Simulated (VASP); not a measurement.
# Y (P2_1/m) in VASP: single point with PBEsol

Aim: the single point of Y with PBEsol.

Everything below comes from runs of VASP 6.6.1. Logs are shortened: lines on timing, memory, paths and dates and some standing lists are left out, and cuts for length are marked.

## Step 1: The cell of the first run

The typed cell holds 2 atoms: a = 3.652 Å, b = 3.644 Å, c = 5.747 Å, α = 90.00°, β = 90.00°, γ = 119.78°.

## Step 2: Single point, PBEsol (strain +0.0050 x Voigt [0, 0, 0, 0, 0, 1])

Contents of INCAR:

```
SYSTEM = Y
ALGO     = Fast           ! electronic algorithm
EDIFF    = 1E-6           ! SCF threshold, eV
ENCUT    = 520            ! plane-wave cutoff, eV
GGA      = PS             ! functional
ISIF     = 2              ! what is computed and relaxed
ISMEAR   = 0              ! smearing method
LASPH    = .TRUE.         ! aspherical terms in the spheres
LCHARG   = .TRUE.         ! write CHGCAR
LELF     = .TRUE.         ! ELF
LREAL    = .FALSE.        ! projectors in reciprocal space
LVHAR    = .TRUE.       
LWAVE    = .FALSE.        ! write WAVECAR
NBANDS   = 18             ! bands
NELM     = 80             ! most SCF steps
PREC     = Accurate       ! precision mode
SIGMA    = 0.15           ! smearing width, eV
```

Contents of KPOINTS:

```
k-points
0
G
  18 18 8
  0 0 0
```

Contents of POSCAR:

```
Y
1.0
    3.6514992371      0.0091287481      0.0000000000
   -1.8178438908      3.1577267272      0.0000000000
    0.0000000000      0.0000000000      5.7474000000
Y
2
Direct
    0.3333333333      0.6666666667      0.2500000000
    0.6666666667      0.3333333333      0.7500000000
```

Potentials or basis: VASP PAW PBE potentials, release 64 (Y_sv).

Launch:

```console
> cat potpaw_PBE.64/Y_sv/POTCAR > POTCAR
> mpirun -np 1 vasp_std > vasp.out
```

OUTCAR:

```text
SYSTEM = Y
   EDIFF = 1E-6
   ENCUT = 520
   GGA = PS
   ISIF = 2
   ISMEAR = 0
   LASPH = .TRUE.
   LREAL = .FALSE.
   NELM = 80
   PREC = Accurate

 ion  position               nearest neighbor table
   1  0.333  0.667  0.250-   2 3.56   2 3.56   2 3.56   2 3.56   2 3.57   2 3.57
   2  0.667  0.333  0.750-   1 3.56   1 3.56   1 3.56   1 3.56   1 3.57   1 3.57

  Warning from LATTYP: Monoclinic adjustment (A1->A3, A2->A1, A3->A2)!
  LATTYP: Found a simple monoclinic cell.
 ALAT       =     3.6435963683
 B/A-ratio  =     1.5773975542
 C/A-ratio  =     1.0021721066
 COS(beta)  =    -0.4967465479

  Lattice vectors:

 A1 = (  -1.8178438908,   3.1577267272,   0.0000000000)
 A2 = (   0.0000000000,   0.0000000000,   5.7474000000)
 A3 = (   3.6514992371,   0.0091287481,   0.0000000000)

Analysis of symmetry for initial positions (statically):
=====================================================================
 Subroutine PRICEL returns:
 Original cell was already a primitive cell.

 Routine SETGRP: Setting up the symmetry group for a
 simple monoclinic supercell.

 Subroutine GETGRP returns: Found  4 space group operations
 (whereof  2 operations were pure point group operations)
 out of a pool of  4 trial point group operations.

The static configuration has the point symmetry S_2 .
 The point group associated with its full space group is C_2h.

Analysis of symmetry for dynamics (positions and initial velocities):
=====================================================================
 Subroutine PRICEL returns:
 Original cell was already a primitive cell.

 Routine SETGRP: Setting up the symmetry group for a
 simple monoclinic supercell.

 Subroutine GETGRP returns: Found  4 space group operations
 (whereof  2 operations were pure point group operations)
 out of a pool of  4 trial point group operations.

The dynamic configuration has the point symmetry S_2 .
 The point group associated with its full space group is C_2h.

 Subroutine INISYM returns: Found  4 space group operations
 (whereof  2 operations are pure point group operations),
 and found     1 'primitive' translations

----------------------------------------------------------------------------------------

                                     Primitive cell

  volume of cell :      66.3654

  direct lattice vectors                    reciprocal lattice vectors
     3.651499237  0.009128748  0.000000000     0.273466541  0.157429545  0.000000000
    -1.817843891  3.157726727  0.000000000    -0.000790571  0.316228398  0.000000000
     0.000000000  0.000000000  5.747400000     0.000000000  0.000000000  0.173991718

  length of vectors
     3.651510648  3.643596368  5.747400000     0.315543991  0.316229387  0.173991718

  position of ions in fractional coordinates (direct lattice)
     0.333333333  0.666666667  0.250000000
     0.666666667  0.333333333  0.750000000

  ion indices of the primitive-cell ions
   primitive index   ion index
                 1           1
                 2           2

----------------------------------------------------------------------------------------

 KPOINTS: k-points

Automatic generation of k-mesh.
 Grid dimensions read from file:
 generate k-points for:   18   18    8

 Generating k-lattice:

  Cartesian coordinates                     Fractional coordinates (reciprocal lattice)
     0.015192586  0.008746086  0.000000000     0.055555556 -0.000000000  0.000000000
    -0.000043921  0.017568244  0.000000000     0.000000000  0.055555556  0.000000000
     0.000000000  0.000000000  0.021748965     0.000000000  0.000000000  0.125000000

  Length of vectors
     0.017530222  0.017568299  0.021748965

  Shift w.r.t. Gamma in fractional coordinates (k-lattice)
     0.000000000  0.000000000  0.000000000

 Subroutine IBZKPT returns following result:
 ===========================================

 Found    820 irreducible k-points:

 Following reciprocal coordinates:
            Coordinates               Weight
  0.000000  0.000000  0.000000      1.000000
  0.055556 -0.000000  0.000000      2.000000
  0.111111 -0.000000  0.000000      2.000000
  0.166667  0.000000  0.000000      2.000000
  0.222222  0.000000  0.000000      2.000000
  0.277778  0.000000  0.000000      2.000000
[... 16 lines left out ...]
 -0.333333  0.055556  0.000000      2.000000
 -0.277778  0.055556  0.000000      2.000000
 [... further k-points ...]
   k-points           NKPTS =    820   k-points in BZ     NKDIM =    820   number of bands    NBANDS=     18
   number of dos      NEDOS =    301   number of ions     NIONS =      2
   total plane-waves  NPLWV =  37632
   dimension x,y,z NGX =    28 NGY =   28 NGZ =   48
   dimension x,y,z NGXF=    56 NGYF=   56 NGZF=   96
   ions per type =               2
   NGX,Y,Z   is equivalent  to a cutoff of  12.75, 12.78, 13.88 a.u.
   NGXF,Y,Z  is equivalent  to a cutoff of  25.50, 25.55, 27.77 a.u.
 SYSTEM =  Y
   PREC   = accura    normal or accurate (medium, high low for compatibility)
   ISTART =      0    job   : 0-new  1-cont  2-samecut
   ICHARG =      2    charge: 1-file 2-atom 10-const
   ISPIN  =      1    spin polarized calculation?
   LNONCOLLINEAR =      F non collinear calculations
   LSORBIT =      F    spin-orbit coupling
   LASPH  =      T    aspherical Exc in radial PAW
   ENCUT  =  520.0 eV  38.22 Ry    6.18 a.u.   6.79  6.77 10.69*2*pi/ulx,y,z
   NELM   =     80;   NELMIN=  2; NELMDL= -5     # of ELM steps
   EDIFF  = 0.1E-05   stopping-criterion for ELM
   LREAL  =      F    real-space projection
   EDIFFG = 0.1E-04   stopping-criterion for IOM
   NSW    =      0    number of steps for IOM
   IBRION =     -1    ionic relax: 0-MD 1-quasi-New 2-CG
   NFREE  =      0    steps in history (QN), initial steepest desc. (CG)
   ISIF   =      2    stress and relaxation
   ISYM   =      2    0-nonsym 1-usesym 2-fastsym
   POTIM  = 0.5000    time-step for ionic-motion
   TEBEG  =    0.0;   TEEND  =   0.0 temperature during run
   PSTRESS=    0.0 pullay stress
   NELECT =      22.0000    total number of electrons
   NUPDOWN=      -1.0000    fix difference up-down
   EMIN   =  10.00;   EMAX   =-10.00  energy-range for DOS
   EFERMI =   0.00;   METHOD = LEGACY
   ISMEAR =     0;   SIGMA  =   0.15  broadening in eV -4-tet -1-fermi 0-gaus
   EFERMI_NEDOS =   21; number of points for ismear=-14 and -15
   IALGO  =     68    algorithm
   IMIX   =      4    mixing-type and parameters
     AMIX     =   0.40;   BMIX     =  1.00
     AMIX_MAG =   1.60;   BMIX_MAG =  1.00
  volume/ion in A,a.u.               =      33.18       223.93
  Fermi-wavevector in a.u.,A,eV,Ry     =   1.133014  2.141085 17.466069  1.283720
  Thomas-Fermi vector in A             =   2.269716
   LORBIT       =      0    0 simple, 1 ext, 2 COOP (PROOUT), +10 PAW based schemes
   GGA     = PS    functional components
   LHFCALC =     F    Hartree Fock is set to
   AEXX    =    0.0000 exact exchange contribution
   IVDW    =     0    specifies the selected vdW correction
   LEPSILON=     F    determine dielectric tensor
   LRPA    =     F    only Hartree local field effects (RPA)
 non-spin polarized calculation
 RMM-DIIS sequential band-by-band and
 Gauss-broadening in eV      SIGMA  =   0.15
  energy-cutoff  :      520.00
  volume of cell :       66.37
 maximum number of plane-waves:      1812
   NGX = 13   NGY = 13   NGZ = 21

 number of electron      22.0000001 magnetization

 Free energy of the ion-electron system (eV)
  ---------------------------------------------------
  ext. energy  EPLUGINS =         0.00000000
  ---------------------------------------------------
  free energy    TOTEN  =       -13.62971121 eV

  energy without entropy =      -13.58446749  energy(sigma->0) =      -13.60708935

 E-fermi :   2.8358     XC(G=0):  -9.4937

 val. band max:        2.8342258387   @ k =  -0.2778   0.3889   0.0000
 cond. band min:       2.8374220773   @ k =   0.3889   0.0000   0.0000
 fundamental gap:      0.0031962386
 Fermi energy:         2.8357587187

 k-point     1 :       0.0000    0.0000    0.0000
  band No.  band energies     occupation
      1     -39.7868      2.00000
      2     -39.7168      2.00000
      3     -20.0710      2.00000
      4     -19.6090      2.00000
      5     -19.6069      2.00000
      6     -19.5231      2.00000
[... 10 lines left out ...]
     17       5.5983      0.00000
     18       5.6155      0.00000

 k-point     2 :       0.0556   -0.0000    0.0000
  band No.  band energies     occupation
      1     -39.7853      2.00000
      2     -39.7163      2.00000
      3     -20.0656      2.00000
      4     -19.6199      2.00000
      5     -19.6107      2.00000
      6     -19.5345      2.00000
[... 10 lines left out ...]
     17       5.5041      0.00000
     18       5.5512      0.00000

 k-point     3 :       0.1111   -0.0000    0.0000
  band No.  band energies     occupation
      1     -39.7810      2.00000
      2     -39.7148      2.00000
      3     -20.0499      2.00000
      4     -19.6515      2.00000
      5     -19.6213      2.00000
      6     -19.5676      2.00000
[... 10 lines left out ...]
     17       5.3867      0.00000
     18       5.4128      0.00000

 k-point     4 :       0.1667    0.0000    0.0000
  band No.  band energies     occupation
      1     -39.7743      2.00000
      2     -39.7125      2.00000
      3     -20.0248      2.00000
      4     -19.7001      2.00000
      5     -19.6369      2.00000
      6     -19.6173      2.00000
[... 375 lines left out ...]
      4     -19.8888      2.00000
      5     -19.8202      2.00000
      6     -19.7035      2.00000
[... 10 lines left out ...]
     17       6.9628      0.00000
     18       7.3754      0.00000

 k-point    23 :      -0.3333    0.0556    0.0000
  band No.  band energies     occupation
      1     -39.7507      2.00000
      2     -39.7068      2.00000
      3     -19.9296      2.00000
      4     -19.8539      2.00000
      5     -19.7738      2.00000
      6     -19.6843      2.00000
[... 10 lines left out ...]
     17       6.3997      0.00000
     18       6.8595      0.00000

 k-point    24 :      -0.2778    0.0556    0.0000
  band No.  band energies     occupation
      1     -39.7602      2.00000
      2     -39.7086      2.00000
      3     -19.9697      2.00000
      4     -19.7921      2.00000
      5     -19.7212      2.00000
      6     -19.6603      2.00000
[... 10 lines left out ...]
     17       5.9288      0.00000
     18       6.3753      0.00000

 [... further k-points ...]

------------------------ aborting loop because EDIFF is reached ----------------------------------------

  FORCE on cell =-STRESS in cart. coord.  units (eV):
  Direction    XX          YY          ZZ          XY          YZ          ZX
  --------------------------------------------------------------------------------------
  -------------------------------------------------------------------------------------
  Total       -0.8751644     -0.8748586     -1.1757875     -0.0583395      0.0000000      0.0000000
  in kB      -21.1280032    -21.1206215    -28.3855722     -1.4084168      0.0000000      0.0000000
  external PRESSURE =     -23.5447323 kB  Pullay stress =       0.0000000 kB

 VOLUME and BASIS-vectors are now :
 -----------------------------------------------------------------------------
  energy-cutoff  :      520.00
  volume of cell :       66.37
      direct lattice vectors                 reciprocal lattice vectors
     3.651499237  0.009128748  0.000000000     0.273466541  0.157429545  0.000000000
    -1.817843891  3.157726727  0.000000000    -0.000790571  0.316228398  0.000000000
     0.000000000  0.000000000  5.747400000     0.000000000  0.000000000  0.173991718

 POSITION                                       TOTAL-FORCE (eV/Angst)
 -----------------------------------------------------------------------------------
      0.00527      2.10819      1.43685        -0.006229      0.000019      0.000000
      1.82838      1.05866      4.31055         0.006229     -0.000019     -0.000000
 -----------------------------------------------------------------------------------
    total drift:                               -0.000000      0.000000     -0.000000

  FREE ENERGIE OF THE ION-ELECTRON SYSTEM (eV)
  ---------------------------------------------------
  free  energy   TOTEN  =       -13.6297112100 eV

  energy  without entropy=      -13.5844674944  energy(sigma->0) =      -13.60708935
```

It took 41 min on 1 thread of Intel Xeon 8259CL, shared host; peak memory 0.93 GiB.

Results:

```
Free energy            : -13.6297 eV
Pressure               : -2.4 GPa
Largest force          : 0.006 eV/Å
Band gap on the k mesh : zero (bands 11 and 12 overlap by 1.40 eV)
```

Forces in eV/Å, atoms in the order of the input:
```
Y   -0.006  0.000  0.000
Y    0.006  0.000  0.000
```

Levels at points of the mesh, in eV from the Fermi level:
```csv
k point,band 9,band 10,band 11,band 12,band 13,band 14
"(0.00, 0.00, 0.00)",-4.69,-1.86,0.85,1.70,1.77,2.00
"(0.50, 0.00, 0.00)",-1.69,-1.17,-0.80,-0.12,1.36,1.49
"(0.00, 0.50, 0.00)",-1.68,-1.17,-0.80,-0.10,1.36,1.47
"(0.50, 0.50, 0.00)",-1.67,-1.17,-0.80,-0.09,1.37,1.45
"(0.00, 0.00, 0.50)",-3.26,-3.26,0.93,0.93,1.63,1.63
"(0.50, 0.00, 0.50)",-1.65,-1.65,0.06,0.06,1.35,1.35
"(0.00, 0.50, 0.50)",-1.64,-1.64,0.06,0.06,1.36,1.36
"(0.50, 0.50, 0.50)",-1.64,-1.64,0.07,0.07,1.37,1.37
```

Caveat: the cell differs from its parent crystal (strain +0.0050 x Voigt [0, 0, 0, 0, 0, 1]); the PAW data sets were made with another functional, which shifts forces and pressure a little.
